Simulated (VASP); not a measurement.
## MgO: G0W0 quasiparticle levels with LDA

The system is MgO.

```xyz
2
Lattice="0.0000 2.1022 2.1022 2.1022 0.0000 2.1022 2.1022 2.1022 0.0000" Properties=species:S:1:pos:R:3 pbc="T T T"
Mg    0.0000    0.0000    0.0000
O     2.1022    2.1022    2.1022
```

```yaml
Program: VASP 6.6.1
Task: G0W0 quasiparticle levels
Functional: LDA
Potentials_or_basis: VASP PAW LDA potentials, release 64 (Mg_GW, O_GW)
Cutoff: 500 eV
k_mesh: 6 × 6 × 6
Occupations: gaussian, width 0.01 eV
Spin: no spin polarisation
Dipole_correction: no
GW_scheme: G0W0
GW_iterations: 1
Cutoff_of_the_response_function: 140
Frequency_points: 96
Empty_bands: 69
Further_INCAR_settings: ALGO = EVGW0; EDIFF = 1e-08; NBANDS = 73
```

```yaml
Quasiparticle_gap: 7.33 eV
Least_direct_quasiparticle_gap: 7.33 eV
Band_gap_of_the_starting_levels_on_the_mesh: 4.71 eV
Least_direct_gap_of_the_starting_levels_on_the_mesh: 4.71 eV
```

Run time: 3 min on 1 thread of Intel(R) Xeon(R) 6975P-C (Granite Rapids), on a shared host, peak memory 0.32 GiB.

Caveat: the k points lie up to 0.43 Å⁻¹ apart; bands, screening cutoff and mesh are small and nothing is extrapolated, so the quasiparticle values aren't converged.
